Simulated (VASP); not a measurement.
Crystal: C.

```
CELL_PARAMETERS angstrom
2.47000 0.00000 0.00000
-1.23500 2.13908 0.00000
0.00000 0.00000 6.79000
ATOMIC_POSITIONS crystal
C 0.00000 0.00000 0.00000
C 0.00000 0.00000 0.50000
C 0.33333 0.66667 0.00500
C 0.66667 0.33333 0.50500
```

* Program: VASP 6.6.1
* Task: relaxation of the atoms
* Functional: PBE
* Potentials or basis: VASP PAW PBE potentials, release 64 (C)
* Cutoff: 520 eV
* k mesh: 15 × 15 × 5
* Occupations: fermi-dirac, width 0.05 eV
* Spin: no spin polarisation

At the start: pressure 0.0 GPa; volume 8.97 Å³/atom.

How do energy, volume and symmetry change on relaxing?

Over 3 steps the energy falls by 4.8 meV/atom; space group P6_3/mmc (No. 194, to 0.05 Å).

The path:
| step | energy change (eV) | largest force (eV/Å) | pressure (GPa) |
| --- | --- | --- | --- |
| 1 | 0.0000 | 0.5675 | 0.04 |
| 2 | -0.0120 | 0.3470 | 0.08 |
| 3 | -0.0193 | 0.0006 | 0.10 |

Final structure:
```cif
data_structure
_symmetry_space_group_name_H-M 'P 1'
_symmetry_Int_Tables_number 1
_cell_length_a 2.4700
_cell_length_b 2.4700
_cell_length_c 6.7900
_cell_angle_alpha 90.000
_cell_angle_beta 90.000
_cell_angle_gamma 120.000
_cell_volume 35.88
loop_
_atom_site_label
_atom_site_type_symbol
_atom_site_fract_x
_atom_site_fract_y
_atom_site_fract_z
_atom_site_occupancy
C1 C 0.00000 0.00000 0.00250 1
C2 C 0.00000 0.00000 0.50250 1
C3 C 0.33333 0.66667 0.00250 1
C4 C 0.66667 0.33333 0.50250 1
```

Caveat: this functional lacks dispersion, which binds the layers, so the pressure and a relaxed spacing across them are unreliable.
